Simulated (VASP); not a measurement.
Here is a VASP 6.6.1 calculation.

Contents of POSCAR:

```
KAs3Pt
1.0
    0.0000000000      4.7016747127      0.0000000000
    4.7016747127      0.0000000000      0.0000000000
    2.3508373563      2.3508373563     -4.7872457516
K Pt As
1 1 3
Direct
    0.0058786056      0.0058786056     -0.0117572111
    0.6596508712      0.6596508712      0.6806982575
    0.3849615363      0.3849615363      0.2300769274
    0.7526044935      0.2526044935      0.4947910131
    0.2526044935      0.7526044935      0.4947910131
```

The input INCAR.step1:

```
PREC = Accurate
ENCUT = 520
ISMEAR = -1
SIGMA = 0.1
LREAL = False
LASPH = True
NELM = 100
NBANDS = 25
GGA = PE
ALGO = Normal
EDIFF = 1E-4
LWAVE = True
LCHARG = False
```

File INCAR.step2:

```
PREC = Accurate
ENCUT = 520
EDIFF = 1E-6
ISMEAR = -1
SIGMA = 0.1
LREAL = False
LASPH = True
NELM = 100
ALGO = Normal
ISIF = 2
LWAVE = False
LCHARG = False
METAGGA = R2SCAN
LMIXTAU = True
NBANDS = 25
ISTART = 1
```

KPOINTS

```
Automatic mesh
0
Gamma
  7 7 7
```

Potentials or basis: VASP PAW PBE potentials, release 64 (K_sv, Pt, As).

Launch:

```bash
$ cat potpaw_PBE.64/K_sv/POTCAR potpaw_PBE.64/Pt/POTCAR potpaw_PBE.64/As/POTCAR > POTCAR
$ cp INCAR.step1 INCAR
$ mpirun -np 1 vasp_std > vasp.out
$ cp INCAR.step2 INCAR
$ mpirun -np 1 vasp_std > vasp.out
```

(1) What does it give for the largest force?

(2) What does it give for the band gap on the k mesh?

(3) Estimate the pressure.

Answers

(1) 0.021 eV/Å.

(2) zero (bands 17 and 18 overlap by 0.90 eV).

(3) 0.0 GPa.

Caveat: the PAW data sets were made with another functional, which shifts forces and pressure a little; spin-orbit coupling is left out, which moves the levels of the heavy elements.
